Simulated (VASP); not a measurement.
# BeCr3 (Pm-3m) in VASP: further runs

Runs on BeCr3. Level: PBE. Tasks: single point.

All numbers are computed with VASP 6.6.1; they aren't measurements. Logs are shortened: lines on timing, memory, paths and dates and some standing lists are left out, and cuts for length are marked.

## Step 1: The cell of the first run

It takes space group Pm-3m (No. 221, cubic). The conventional cell has a = 3.511 Å, b = 3.511 Å, c = 3.511 Å, α = 90.00°, β = 90.00°, γ = 90.00°. Within 3.3 Å of Cr (site symmetry 4/mmm) lie 8 Cr at 2.48 Å and 4 Be at 2.48 Å. Be (site symmetry m-3m) has 12 Cr at 2.48 Å within 3.3 Å.

## Step 2: Single point, PBE, collinear spin, ferromagnetic start

The input, INCAR:

```
  PREC = Accurate
  ENCUT = 520
  EDIFF = 1E-6
  ISMEAR = -1
  SIGMA = 0.05
  LREAL = F
  LASPH = T
  NELM = 150
  ALGO = Normal
  ISIF = 2
  LWAVE = F
  LCHARG = F
  ISPIN = 2
  MAGMOM = 3.73333 3.73333 3.73333 0
  LORBIT = 11
  NUPDOWN = 11.2
  LMAXMIX = 4
  GGA = PE
  NBANDS = 31
```

The input, KPOINTS:

```
Automatic mesh
0
Gamma
  6 6 6
```

The input, POSCAR:

```
BeCr3
1.0
    3.5112140000      0.0000000000      0.0000000000
    0.0000000000      3.5112140000      0.0000000000
    0.0000000000      0.0000000000      3.5112140000
Cr Be
3 1
Direct
    0.5000000000      0.5000000000      0.0000000000
    0.5000000000      0.0000000000      0.5000000000
    0.0000000000      0.5000000000      0.5000000000
    0.0000000000      0.0000000000      0.0000000000
```

Potentials or basis: VASP PAW PBE potentials, release 64 (Cr_pv, Be).

Command:

```sh
$ cat potpaw_PBE.64/Cr_pv/POTCAR potpaw_PBE.64/Be/POTCAR > POTCAR
$ mpirun -np 1 vasp_std > vasp.out
```

OUTCAR:

```text
PREC = Accurate
   ENCUT = 520
   EDIFF = 1E-6
   ISMEAR = -1
   LREAL = F
   LASPH = T
   NELM = 150
   ISIF = 2
   ISPIN = 2
   LORBIT = 11
   NUPDOWN = 11.2
   GGA = PE

 ion  position               nearest neighbor table
   1  0.500  0.500  0.000-   2 2.48   3 2.48   4 2.48   2 2.48   3 2.48   2 2.48   4 2.48   2 2.48
                             3 2.48   4 2.48   3 2.48   4 2.48
   2  0.500  0.000  0.500-   1 2.48   3 2.48   4 2.48   1 2.48   4 2.48   1 2.48   3 2.48   1 2.48
                             3 2.48   4 2.48   4 2.48   3 2.48
   3  0.000  0.500  0.500-   1 2.48   2 2.48   4 2.48   1 2.48   4 2.48   2 2.48   4 2.48   4 2.48
                             1 2.48   2 2.48   1 2.48   2 2.48
   4  0.000  0.000  0.000-   1 2.48   2 2.48   3 2.48   2 2.48   3 2.48   1 2.48   3 2.48   3 2.48
                             1 2.48   2 2.48   2 2.48   1 2.48

  LATTYP: Found a simple cubic cell.
 ALAT       =     3.5112140000

  Lattice vectors:

 A1 = (   3.5112140000,   0.0000000000,   0.0000000000)
 A2 = (   0.0000000000,   3.5112140000,   0.0000000000)
 A3 = (   0.0000000000,   0.0000000000,   3.5112140000)

Analysis of symmetry for initial positions (statically):
=====================================================================
 Subroutine PRICEL returns:
 Original cell was already a primitive cell.

 Routine SETGRP: Setting up the symmetry group for a
 simple cubic supercell.

 Subroutine GETGRP returns: Found 48 space group operations
 (whereof 48 operations were pure point group operations)
 out of a pool of 48 trial point group operations.

The static configuration has the point symmetry O_h .

Analysis of symmetry for dynamics (positions and initial velocities):
=====================================================================
 Subroutine PRICEL returns:
 Original cell was already a primitive cell.

 Routine SETGRP: Setting up the symmetry group for a
 simple cubic supercell.

 Subroutine GETGRP returns: Found 48 space group operations
 (whereof 48 operations were pure point group operations)
 out of a pool of 48 trial point group operations.

The dynamic configuration has the point symmetry O_h .

Analysis of structural, dynamic, and magnetic symmetry:
=====================================================================
 Subroutine PRICEL returns:
 Original cell was already a primitive cell.

 Routine SETGRP: Setting up the symmetry group for a
 simple cubic supercell.

 Subroutine GETGRP returns: Found 48 space group operations
 (whereof 48 operations were pure point group operations)
 out of a pool of 48 trial point group operations.

The overall configuration has the point symmetry O_h .

 Subroutine INISYM returns: Found 48 space group operations
 (whereof 48 operations are pure point group operations),
 and found     1 'primitive' translations

----------------------------------------------------------------------------------------

                                     Primitive cell

  volume of cell :      43.2884

  direct lattice vectors                    reciprocal lattice vectors
     3.511214000  0.000000000  0.000000000     0.284801781  0.000000000  0.000000000
     0.000000000  3.511214000  0.000000000     0.000000000  0.284801781  0.000000000
     0.000000000  0.000000000  3.511214000     0.000000000  0.000000000  0.284801781

  length of vectors
     3.511214000  3.511214000  3.511214000     0.284801781  0.284801781  0.284801781

  position of ions in fractional coordinates (direct lattice)
     0.500000000  0.500000000  0.000000000
     0.500000000  0.000000000  0.500000000
     0.000000000  0.500000000  0.500000000
     0.000000000  0.000000000  0.000000000

  ion indices of the primitive-cell ions
   primitive index   ion index
                 1           1
                 2           2
                 3           3
                 4           4

----------------------------------------------------------------------------------------

 KPOINTS: Automatic mesh

Automatic generation of k-mesh.
 Grid dimensions read from file:
 generate k-points for:    6    6    6

 Generating k-lattice:

  Cartesian coordinates                     Fractional coordinates (reciprocal lattice)
     0.047466963  0.000000000  0.000000000     0.166666667  0.000000000  0.000000000
     0.000000000  0.047466963  0.000000000     0.000000000  0.166666667  0.000000000
     0.000000000  0.000000000  0.047466963     0.000000000  0.000000000  0.166666667

  Length of vectors
     0.047466963  0.047466963  0.047466963

  Shift w.r.t. Gamma in fractional coordinates (k-lattice)
     0.000000000  0.000000000  0.000000000

 Subroutine IBZKPT returns following result:
 ===========================================

 Found     20 irreducible k-points:

 Following reciprocal coordinates:
            Coordinates               Weight
  0.000000  0.000000  0.000000      1.000000
  0.166667  0.000000  0.000000      6.000000
  0.333333  0.000000  0.000000      6.000000
  0.500000  0.000000  0.000000      3.000000
  0.166667  0.166667  0.000000     12.000000
  0.333333  0.166667  0.000000     24.000000
[... 12 lines left out ...]
  0.500000  0.500000  0.333333      6.000000
  0.500000  0.500000  0.500000      1.000000
   k-points           NKPTS =     20   k-points in BZ     NKDIM =     20   number of bands    NBANDS=     31
   number of dos      NEDOS =    301   number of ions     NIONS =      4
   total plane-waves  NPLWV =  21952
   dimension x,y,z NGX =    28 NGY =   28 NGZ =   28
   dimension x,y,z NGXF=    56 NGYF=   56 NGZF=   56
   ions per type =               3   1
   NGX,Y,Z   is equivalent  to a cutoff of  13.26, 13.26, 13.26 a.u.
   NGXF,Y,Z  is equivalent  to a cutoff of  26.51, 26.51, 26.51 a.u.
 SYSTEM =  unknown system
   PREC   = accura    normal or accurate (medium, high low for compatibility)
   ISTART =      0    job   : 0-new  1-cont  2-samecut
   ICHARG =      2    charge: 1-file 2-atom 10-const
   ISPIN  =      2    spin polarized calculation?
   LNONCOLLINEAR =      F non collinear calculations
   LSORBIT =      F    spin-orbit coupling
   LASPH  =      T    aspherical Exc in radial PAW
   ENCUT  =  520.0 eV  38.22 Ry    6.18 a.u.   6.53  6.53  6.53*2*pi/ulx,y,z
   NELM   =    150;   NELMIN=  2; NELMDL= -5     # of ELM steps
   EDIFF  = 0.1E-05   stopping-criterion for ELM
   LREAL  =      F    real-space projection
   EDIFFG = 0.1E-04   stopping-criterion for IOM
   NSW    =      0    number of steps for IOM
   IBRION =     -1    ionic relax: 0-MD 1-quasi-New 2-CG
   NFREE  =      0    steps in history (QN), initial steepest desc. (CG)
   ISIF   =      2    stress and relaxation
   ISYM   =      2    0-nonsym 1-usesym 2-fastsym
   POTIM  = 0.5000    time-step for ionic-motion
   TEBEG  =    0.0;   TEEND  =   0.0 temperature during run
   PSTRESS=    0.0 pullay stress
   NELECT =      38.0000    total number of electrons
   NUPDOWN=      11.2000    fix difference up-down
   EMIN   =  10.00;   EMAX   =-10.00  energy-range for DOS
   EFERMI =   0.00;   METHOD = LEGACY
   ISMEAR =    -1;   SIGMA  =   0.05  broadening in eV -4-tet -1-fermi 0-gaus
   EFERMI_NEDOS =   21; number of points for ismear=-14 and -15
   IALGO  =     38    algorithm
   IMIX   =      4    mixing-type and parameters
     AMIX     =   0.40;   BMIX     =  1.00
     AMIX_MAG =   1.60;   BMIX_MAG =  1.00
  volume/ion in A,a.u.               =      10.82        73.03
  Fermi-wavevector in a.u.,A,eV,Ry     =   1.567516  2.962176 33.430975  2.457107
  Thomas-Fermi vector in A             =   2.669684
   LORBIT       =     11    0 simple, 1 ext, 2 COOP (PROOUT), +10 PAW based schemes
   GGA     = PE    functional components
   LHFCALC =     F    Hartree Fock is set to
   AEXX    =    0.0000 exact exchange contribution
   IVDW    =     0    specifies the selected vdW correction
   LEPSILON=     F    determine dielectric tensor
   LRPA    =     F    only Hartree local field effects (RPA)
 spin polarized calculation
  energy-cutoff  :      520.00
  volume of cell :       43.29
 maximum number of plane-waves:      1189
 NGX is ok and might be reduce to    28
   NGX = 13   NGY = 13   NGZ = 13

 number of electron      37.9999984 magnetization      11.1999995

 Free energy of the ion-electron system (eV)
  ---------------------------------------------------
  ext. energy  EPLUGINS =         0.00000000
  ---------------------------------------------------
  free energy    TOTEN  =       -25.54157590 eV

  energy without entropy =      -25.50727825  energy(sigma->0) =      -25.52442708

 E-fermi :   9.0267     XC(G=0): -12.8021

 val. band max:       11.3890948980   @ k =   0.3333   0.1667   0.0000
 cond. band min:       9.0278017718   @ k =   0.3333   0.1667   0.0000
 fundamental gap:     -2.3612931262
 Fermi energy:        11.4036733713

 spin component 1

 k-point     1 :       0.0000    0.0000    0.0000
  band No.  band energies     occupation
      1     -33.8325      1.00000
      2     -33.8325      1.00000
      3     -33.8325      1.00000
      4     -33.2867      1.00000
      5     -33.2867      1.00000
      6     -33.2867      1.00000
[... 669 lines left out ...]
     30      16.7345      0.00000
     31      16.7345      0.00000
 Fermi energy:         9.0266761344

 spin component 2

 k-point     1 :       0.0000    0.0000    0.0000
  band No.  band energies     occupation
      1     -30.5941      1.00000
      2     -30.5941      1.00000
      3     -30.5941      1.00000
      4     -30.0533      1.00000
      5     -30.0533      1.00000
      6     -30.0533      1.00000
[... 669 lines left out ...]
     30      20.6486      0.00000
     31      20.6486      0.00000

------------------------ aborting loop because EDIFF is reached ----------------------------------------

  FORCE on cell =-STRESS in cart. coord.  units (eV):
  Direction    XX          YY          ZZ          XY          YZ          ZX
  --------------------------------------------------------------------------------------
  -------------------------------------------------------------------------------------
  Total       17.1600548     17.1600548     17.1600548      0.0000000      0.0000000      0.0000000
  in kB      635.1222899    635.1222899    635.1222899      0.0000000      0.0000000      0.0000000
  external PRESSURE =     635.1222899 kB  Pullay stress =       0.0000000 kB

 VOLUME and BASIS-vectors are now :
 -----------------------------------------------------------------------------
  energy-cutoff  :      520.00
  volume of cell :       43.29
      direct lattice vectors                 reciprocal lattice vectors
     3.511214000  0.000000000  0.000000000     0.284801781  0.000000000  0.000000000
     0.000000000  3.511214000  0.000000000     0.000000000  0.284801781  0.000000000
     0.000000000  0.000000000  3.511214000     0.000000000  0.000000000  0.284801781

 POSITION                                       TOTAL-FORCE (eV/Angst)
 -----------------------------------------------------------------------------------
      1.75561      1.75561      0.00000         0.000000      0.000000      0.000000
      1.75561      0.00000      1.75561         0.000000      0.000000      0.000000
      0.00000      1.75561      1.75561         0.000000      0.000000      0.000000
      0.00000      0.00000      0.00000         0.000000      0.000000      0.000000
 -----------------------------------------------------------------------------------
    total drift:                                0.000000      0.000000      0.000000

  FREE ENERGIE OF THE ION-ELECTRON SYSTEM (eV)
  ---------------------------------------------------
  free  energy   TOTEN  =       -25.5415759017 eV

  energy  without entropy=      -25.5072782497  energy(sigma->0) =      -25.52442708

 total charge

# of ion       s       p       d       tot
------------------------------------------
    1        0.421   6.368   4.301  11.090
    2        0.421   6.368   4.301  11.090
    3        0.421   6.368   4.301  11.090
    4        0.476   0.714   0.000   1.189
--------------------------------------------------
tot          1.737  19.819  12.904  34.460

 magnetization (x)

# of ion       s       p       d       tot
------------------------------------------
    1        0.048   0.168   3.243   3.459
    2        0.048   0.168   3.243   3.459
    3        0.048   0.168   3.243   3.459
    4       -0.039   0.037   0.000  -0.002
--------------------------------------------------
tot          0.106   0.540   9.730  10.375
```

It took 60 s on 1 thread of Intel Xeon Platinum 8488C (Sapphire Rapids), shared host; peak memory 0.19 GiB.

Results:

```yaml
Free_energy: -25.5416 eV
Pressure: 63.5 GPa
Net_moment: 11.20 μB per cell
Site_moments: Cr +3.46; Be -0.00 μB
Valence_electrons_inside_the_program's_atomic_spheres: Cr 11.09; Be 1.19
```

Caveat: the total moment is fixed, so each spin has its own Fermi level.

## Step 3: Single point, PBE, collinear spin, ferromagnetic start

Edit INCAR of step 2 so:

```diff
@@ -13,5 +13,5 @@
   ISPIN = 2
-  MAGMOM = 3.73333 3.73333 3.73333 0
+  MAGMOM = 4.5 4.5 4.5 0
   LORBIT = 11
-  NUPDOWN = 11.2
+  NUPDOWN = 13.5
   LMAXMIX = 4
```

KPOINTS is that of step 2.

POSCAR is that of step 2.

Potentials or basis: VASP PAW PBE potentials, release 64 (Cr_pv, Be).

Command:

```sh
$ cat potpaw_PBE.64/Cr_pv/POTCAR potpaw_PBE.64/Be/POTCAR > POTCAR
$ mpirun -np 1 vasp_std > vasp.out
```

OUTCAR:

```text
PREC = Accurate
   ENCUT = 520
   EDIFF = 1E-6
   ISMEAR = -1
   LREAL = F
   LASPH = T
   NELM = 150
   ISIF = 2
   ISPIN = 2
   LORBIT = 11
   NUPDOWN = 13.5
   GGA = PE

 ion  position               nearest neighbor table
   1  0.500  0.500  0.000-   2 2.48   3 2.48   4 2.48   2 2.48   3 2.48   2 2.48   4 2.48   2 2.48
                             3 2.48   4 2.48   3 2.48   4 2.48
   2  0.500  0.000  0.500-   1 2.48   3 2.48   4 2.48   1 2.48   4 2.48   1 2.48   3 2.48   1 2.48
                             3 2.48   4 2.48   4 2.48   3 2.48
   3  0.000  0.500  0.500-   1 2.48   2 2.48   4 2.48   1 2.48   4 2.48   2 2.48   4 2.48   4 2.48
                             1 2.48   2 2.48   1 2.48   2 2.48
[... 1588 lines left out ...]
     0.000000000  0.000000000  3.511214000     0.000000000  0.000000000  0.284801781

 POSITION                                       TOTAL-FORCE (eV/Angst)
 -----------------------------------------------------------------------------------
      1.75561      1.75561      0.00000         0.000000      0.000000      0.000000
      1.75561      0.00000      1.75561         0.000000      0.000000      0.000000
      0.00000      1.75561      1.75561         0.000000      0.000000      0.000000
      0.00000      0.00000      0.00000         0.000000      0.000000      0.000000
 -----------------------------------------------------------------------------------
    total drift:                                0.000000      0.000000      0.000000

  FREE ENERGIE OF THE ION-ELECTRON SYSTEM (eV)
  ---------------------------------------------------
  free  energy   TOTEN  =       -22.2512060377 eV

  energy  without entropy=      -22.2264533357  energy(sigma->0) =      -22.23882969

 total charge

# of ion       s       p       d       tot
------------------------------------------
    1        0.404   6.380   4.340  11.125
    2        0.404   6.380   4.340  11.125
    3        0.404   6.380   4.340  11.125
    4        0.504   0.667   0.000   1.171
--------------------------------------------------
tot          1.718  19.808  13.021  34.547

 magnetization (x)

# of ion       s       p       d       tot
------------------------------------------
    1        0.070   0.239   3.727   4.035
    2        0.070   0.239   3.727   4.035
    3        0.070   0.239   3.727   4.035
    4       -0.020   0.180   0.000   0.160
--------------------------------------------------
tot          0.190   0.896  11.180  12.267
```

stdout:

```text
POSCAR found type information on POSCAR CrBe
 POSCAR found :  2 types and       4 ions
 scaLAPACK will be used
 LDA part: xc-table for (Slater+PW92), standard interpolation
 POSCAR, INCAR and KPOINTS ok, starting setup
 FFT: planning ... GRIDC
 FFT: planning ... GRID_SOFT
 FFT: planning ... GRID
 WAVECAR not read
 entering main loop
```

Wall time 54 s (1 thread of Intel Xeon Platinum 8488C (Sapphire Rapids), shared host); peak memory 0.18 GiB.

What came out:

| Property | Result |
| --- | --- |
| Free energy | -22.2512 eV |
| Pressure | 89.2 GPa |
| Net moment | 13.50 μB per cell |
| Site moments | Cr +4.04; Be +0.16 μB |
| Valence electrons inside the program's atomic spheres | Cr 11.12; Be 1.17 |

Caveat: the total moment is fixed, so each spin has its own Fermi level.

## Step 4: Single point, PBE, collinear spin, ferromagnetic start

The input, INCAR:

```
SYSTEM = BeCr3
PREC = Accurate
ENCUT = 520
EDIFF = 1E-6
ISMEAR = -1
SIGMA = 0.05
LREAL = .False.
LASPH = .True.
NELM = 150
ALGO = Normal
ISIF = 2
LWAVE = .False.
LCHARG = .True.
ISPIN = 2
MAGMOM = 6 6 6 0
LORBIT = 11
NUPDOWN = 18.0
LMAXMIX = 4
GGA = PE
LELF = .True.
LVHAR = .True.
NBANDS = 31
```

The input, KPOINTS:

```
Automatic mesh
0
Gamma
  6 6 6
  0 0 0
```

POSCAR is that of step 3.

Command:

```sh
$ cat potpaw_PBE.64/Cr_pv/POTCAR potpaw_PBE.64/Be/POTCAR > POTCAR
$ mpirun -np 1 vasp_std > vasp.out
```

Run time: 52 s. Hardware: 1 thread of Intel Xeon Platinum 8488C (Sapphire Rapids), shared host; peak memory 0.19 GiB.

Results (log left out):

| Property | Result |
| --- | --- |
| Free energy | -9.4730 eV |
| Pressure | 149.0 GPa |
| Net moment | 18.00 μB per cell |
| Site moments | Cr +4.96; Be +0.82 μB |
| Valence electrons inside the program's atomic spheres | Cr 11.20; Be 1.24 |

Caveat: the total moment is fixed, so each spin has its own Fermi level.

## Step 5: Single point, PBE, collinear spin, ferromagnetic start

The input, INCAR:

```
SYSTEM = BeCr3
  ALGO = Normal
  EDIFF = 1E-7
  ENCUT = 520
  GGA = PE
  ISIF = 2
  ISMEAR = 1
  ISPIN = 2
  LASPH = .True.
  LCHARG = .False.
  LMAXMIX = 4
  LORBIT = 11
  LREAL = .False.
  LWAVE = .False.
  MAGMOM = 3 3 3 0
  NBANDS = 31
  NELM = 150
  PREC = Accurate
  SIGMA = 0.1
```

The input, KPOINTS:

```
k-points
0
Gamma
  6 6 6
  0 0 0
```

POSCAR is that of step 4.

Command:

```sh
$ cat potpaw_PBE.64/Cr_pv/POTCAR potpaw_PBE.64/Be/POTCAR > POTCAR
$ mpirun -np 1 vasp_std > vasp.out
```

Run time: 1.8 min. Hardware: 1 thread of AMD EPYC 7R13, shared host; peak memory 0.16 GiB.

It converged, with:

* Free energy: -31.8344 eV
* Pressure: -1.0 GPa
* Band gap on the k mesh: zero (filled and empty bands overlap)
* Net moment: 0.00 μB per cell
* Valence electrons inside the program's atomic spheres: Cr 11.05; Be 1.17

Levels at points of the mesh, in eV from the Fermi level:
Spin up:
| k point | band 16 | band 17 | band 18 | band 19 | band 20 | band 21 | band 22 | band 23 |
| --- | --- | --- | --- | --- | --- | --- | --- | --- |
| (0.00, 0.00, 0.00) | -2.91 | 0.61 | 0.61 | 0.61 | 1.79 | 1.79 | 1.79 | 1.81 |
| (0.50, 0.00, 0.00) | -1.41 | -0.76 | -0.76 | -0.14 | -0.08 | 0.41 | 0.73 | 0.73 |
| (0.50, 0.50, 0.00) | -1.69 | -1.69 | -0.60 | -0.60 | 0.34 | 0.34 | 0.38 | 1.16 |
| (0.50, 0.50, 0.50) | -0.97 | -0.81 | -0.81 | -0.81 | 0.51 | 0.51 | 0.51 | 1.03 |
Spin down:
| k point | band 16 | band 17 | band 18 | band 19 | band 20 | band 21 | band 22 | band 23 |
| --- | --- | --- | --- | --- | --- | --- | --- | --- |
| (0.00, 0.00, 0.00) | -2.91 | 0.61 | 0.61 | 0.61 | 1.79 | 1.79 | 1.79 | 1.81 |
| (0.50, 0.00, 0.00) | -1.41 | -0.76 | -0.76 | -0.14 | -0.08 | 0.41 | 0.73 | 0.73 |
| (0.50, 0.50, 0.00) | -1.69 | -1.69 | -0.60 | -0.60 | 0.34 | 0.34 | 0.38 | 1.16 |
| (0.50, 0.50, 0.50) | -0.97 | -0.81 | -0.81 | -0.81 | 0.51 | 0.51 | 0.51 | 1.03 |

Caveat: the starting moments collapsed, and a magnetic state may lie lower.

## Step 6: Summary

```tsv
fixed moment (μB)	pressure (GPa)	moment (μB)
11.2	63.5	11.20
13.5	89.2	13.50
18.0	149.0	18.00
```

Alike in all rows: task single point; level PBE; potentials or basis VASP PAW PBE potentials, release 64 (Cr_pv, Be); spin collinear, ferromagnetic start; cell as given; k mesh 6 × 6 × 6; cutoff (eV) 520; smearing fermi-dirac 0.05 eV.

Caveats: the total moment is fixed, so each spin has its own Fermi level.

Absolute energies hang on the potentials; compare differences alone.
